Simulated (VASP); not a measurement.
The system is Zn.

```
Zn
1.0
     2.65208    0.00000    0.00000
    -1.32604    2.29677    0.00000
     0.00000    0.00000    4.93267
Zn
2
Direct
  0.66667 0.33333 0.75000
  0.33333 0.66667 0.25000
```

This cell differs from its parent crystal: volume scaled by 0.98.

Base run:

- Program: VASP 6.6.1
- Functional: PBE
- Potentials or basis: VASP PAW PBE potentials, release 64 (Zn)
- Cutoff: 520 eV
- k mesh: 11 × 11 × 6
- Occupations: fermi-dirac, width 0.05 eV
- Spin: no spin polarisation

Its results: band gap on the k mesh zero (band 12 reaches 4.92 eV, above the bottom of band 13 at 0.15 eV); pressure 1.2 GPa.

The run is repeated on the same cell with these changes: functional from PBE to r2SCAN. What comes out?

Band gap on the k mesh zero (band 12 reaches 4.80 eV, above the bottom of band 13 at -0.08 eV); pressure -3.0 GPa.

Caveats: the PAW data sets were made with another functional, which shifts forces and pressure a little (some runs).
